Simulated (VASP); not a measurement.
TiIn4:

```
Ti In
1.0
    -4.64807    4.64807    1.48622
     4.64807   -4.64807    1.48622
     4.64807    4.64807   -1.48622
Ti In
1 4
Direct
  0.50000 0.50000 0.00000
  0.00000 0.72511 0.72511
  0.00000 0.27489 0.27489
  0.72511 0.00000 0.72511
  0.27489 0.00000 0.27489
```

The cell was built from a structure type or drawn by symmetry, and may not be a known phase.

* Program: VASP 6.6.1
* Task: relaxation of cell and atoms
* Functional: PBE
* Potentials or basis: VASP PAW PBE potentials, release 64 (Ti_sv, In_d)
* Cutoff: 600 eV
* k mesh: 6 × 6 × 6
* Occupations: gaussian, width 0.1 eV
* Spin: no spin polarisation

At the start: pressure -0.5 GPa; volume 25.69 Å³/atom.

Question: How do energy, volume and symmetry change on relaxing?

Answer: Over 5 steps the energy falls by 6.7 meV/atom and the volume is 25.18 Å³/atom (-2.0 %); space group I4/mmm (No. 139, to 0.1 Å) before and after.

Step by step:
```csv
step,energy change (eV),largest force (eV/Å),pressure (GPa),volume (Å³)
1,0.0000,0.0234,-0.47,128.44
2,-0.0258,0.0145,-0.25,127.02
3,-0.0327,0.0591,0.06,125.81
4,-0.0327,0.0619,0.06,125.75
5,-0.0335,0.0373,0.02,125.89
```

Final structure:
```yaml
crystal:
  lattice:
    - [-4.55504, 4.55504, 1.51683]
    - [4.55504, -4.55504, 1.51683]
    - [4.55504, 4.55504, -1.51683]
  atoms:
    - { symbol: Ti, position: [0.50000, 0.50000, 0.00000] }
    - { symbol: In, position: [0.00000, 0.72496, 0.72496] }
    - { symbol: In, position: [0.00000, 0.27504, 0.27504] }
    - { symbol: In, position: [0.72496, 0.00000, 0.72496] }
    - { symbol: In, position: [0.27504, 0.00000, 0.27504] }
```

Caveat: the k points lie up to 0.36 Å⁻¹ apart in the final cell, too coarse for converged energies and pressures of a metal.
